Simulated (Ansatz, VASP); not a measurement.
## MgZr2H6 in VASP and in Ansatz

```
CELL_PARAMETERS angstrom
5.36072 0.00000 0.00000
-2.68036 4.64252 0.00000
0.00000 0.00000 3.21013
ATOMIC_POSITIONS crystal
Mg 0.00000 0.00000 0.50000
Zr 0.33333 0.66667 0.74220
Zr 0.66667 0.33333 0.25780
H 0.80846 0.61693 0.75567
H 0.38307 0.19154 0.75567
H 0.80846 0.19154 0.75567
H 0.19154 0.38307 0.24433
H 0.61693 0.80846 0.24433
H 0.19154 0.80846 0.24433
```

Alike in both runs: task relaxation of cell and atoms; functional PBE; k mesh 6 × 6 × 6; occupations gaussian, width 0.1 eV; no spin polarisation.

|  | VASP | Ansatz |
| --- | --- | --- |
| version | VASP 6.6.1 | Ansatz 0.2.0 |
| potentials or method | VASP PAW PBE potentials, release 64 (Mg, Zr_sv, H), cutoff 600 eV | scalar-relativistic, plane waves, PAW |
| valence electrons in the cell | 32 | 40 |

|  | VASP | Ansatz | Ansatz less VASP |
| --- | --- | --- | --- |
| gap on the k mesh at the Fermi level, each at its own relaxed structure (eV) | none | none | - |
| relaxed volume (Å³/atom) | 8.90 | 8.93 | +0.026 |
| relaxed length of the cell vector where the two differ most in proportion (Å) | 3.182 | 3.186 | +0.0038 |

A gap of «none» marks a metal or a gap that the smearing closes. VASP's potentials hold 32 valence electrons a cell and Ansatz's 40, so a difference there can come from the potentials and not from the codes.
